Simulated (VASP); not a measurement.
Runs of VASP 6.6.1 on Cu. The structure is that of space group Fd-3m (No. 227), or close to it. The cells are those of the table. 

```csv
task,cell,cutoff (eV),gap on the mesh (eV),pressure (GPa)
single point,"a = 2.899 Å, angles 60.0°, 2 atoms",520,none,290.8
single point,"a = 2.894 Å, angles 60.0°, 2 atoms",520,none,(a)
relaxation of cell and atoms,"relaxed to 290 GPa from a = 2.894 Å, angles 60.0°, 2 atoms",600,none,289.9
relaxation of cell and atoms,"relaxed to 290 GPa from a = 2.762 Å, angles 60.0°, 2 atoms",600,none,290.0
```

Alike in all rows: level PBEsol; potentials or basis VASP PAW PBE potentials, release 64 (Cu); no spin polarisation; k mesh 16 × 16 × 16; smearing fermi-dirac 0.08 eV.

Problem. Fill in the values left out.

Solution. (a) 296.1.

Caveats: the PAW data sets were made with another functional, which shifts forces and pressure a little; the cell is relaxed towards a set pressure, so the enthalpy falls and the energy may rise (some runs).

A gap of «none» marks levels without a gap at the run's occupations.
